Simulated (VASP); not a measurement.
**AlZn: single point with PBE**

The system is AlZn.

```
CELL_PARAMETERS angstrom
2.81085 0.00000 0.00000
-1.40543 2.43427 0.00000
0.00000 0.00000 4.71467
ATOMIC_POSITIONS crystal
Al 0.00000 0.00000 0.00000
Zn 0.66667 0.33333 0.50000
```

| Quantity | Value |
| --- | --- |
| Program | VASP 6.6.1 |
| Task | single point |
| Functional | PBE |
| Potentials or basis | VASP PAW PBE potentials, release 64 (Al, Zn) |
| Cutoff | 520 eV |
| k mesh | 24 × 24 × 12 |
| Occupations | gaussian, width 0.1 eV |
| Spin | no spin polarisation |

| Property | Result |
| --- | --- |
| Pressure | 0.2 GPa |
| Band gap on the k mesh | zero (an odd number of electrons rules out a gap without spin polarisation) |

Levels at points of the mesh, in eV from the Fermi level:
| k point | band 4 | band 5 | band 6 | band 7 | band 8 | band 9 | band 10 | band 11 |
| --- | --- | --- | --- | --- | --- | --- | --- | --- |
| (0.00, 0.00, 0.00) | -7.55 | -7.23 | -7.23 | -3.99 | -3.35 | 12.16 | 12.16 | 13.09 |
| (0.50, 0.00, 0.00) | -7.33 | -6.99 | -4.32 | -3.97 | 1.73 | 1.99 | 3.06 | 3.49 |
| (0.00, 0.00, 0.50) | -7.55 | -7.55 | -7.24 | -7.24 | 4.02 | 5.00 | 13.07 | 13.07 |
| (0.50, 0.00, 0.50) | -7.34 | -6.99 | -3.61 | -2.48 | -2.21 | -1.46 | 8.15 | 8.47 |

Wall time 78 s on 1 thread of Intel(R) Xeon(R) 6975P-C (Granite Rapids) (shared host), peak memory 0.31 GiB.
